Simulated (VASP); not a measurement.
Here is a VASP 6.6.1 calculation.

File INCAR:

```
ALGO = Normal ; EDIFF = 1E-6
ENCUT = 520 ; GGA = PE
ISIF = 2 ; ISMEAR = 0
LASPH = T ; LCHARG = T
LELF = T ; LREAL = F
LVHAR = T ; LWAVE = F
NBANDS = 44 ; NELM = 100
PREC = Accurate ; SIGMA = 0.1
```

KPOINTS

```
k-points
0
Gamma
  4 4 4
```

Contents of POSCAR:

```
TaAl2N3
1.0
    4.5867958321     -2.5631935639      0.0000000000
    4.5867958321      2.5631935639      0.0000000000
   -0.0923209865      0.0000000000      5.3601461949
Ta Al N
2 4 6
Direct
    0.9881446614      0.0177012822      0.0097588980
    0.0177012822      0.9881446614      0.5097588980
    0.3308759061      0.3316620220      0.7575477814
    0.3316620220      0.3308759061      0.2575477814
    0.6713609673      0.6738248505      0.7518729523
    0.6738248505      0.6713609673      0.2518729523
    0.9980483966      0.3983450007      0.0138833678
    0.0082569080      0.6008327425      0.5165880348
    0.6008327425      0.0082569080      0.0165880348
    0.3983450007      0.9980483966      0.5138833678
    0.3807639241      0.6296959808      0.9544750850
    0.6296959808      0.3807639241      0.4544750850
```

Potentials or basis: VASP PAW PBE potentials, release 64 (Ta_pv, Al, N).

The run is started by

```bash
$ cat potpaw_PBE.64/Ta_pv/POTCAR potpaw_PBE.64/Al/POTCAR potpaw_PBE.64/N/POTCAR > POTCAR
$ mpirun -np 1 vasp_std > vasp.out
```

Task: Predict the pressure.

Result: 0.3 GPa.

Task: Predict the band gap on the k mesh.

Result: Zero (band 32 reaches 9.30 eV, above the bottom of band 33 at 8.72 eV).

Task: What does it give for the largest force?

Result: 0.441 eV/Å.

Forces in eV/Å, atoms in the order of the input:
```
Ta  -0.293 -0.161  0.191
Ta  -0.293  0.161  0.191
Al  -0.369  0.096  0.221
Al  -0.369 -0.096  0.221
Al   0.324  0.004  0.146
Al   0.324 -0.004  0.146
N    0.240  0.255 -0.126
N    0.297  0.083 -0.171
N    0.297 -0.083 -0.171
N    0.240 -0.255 -0.126
N   -0.200  0.155 -0.262
N   -0.200 -0.155 -0.262
```

Caveat: spin-orbit coupling is left out, which moves the levels of the heavy elements.
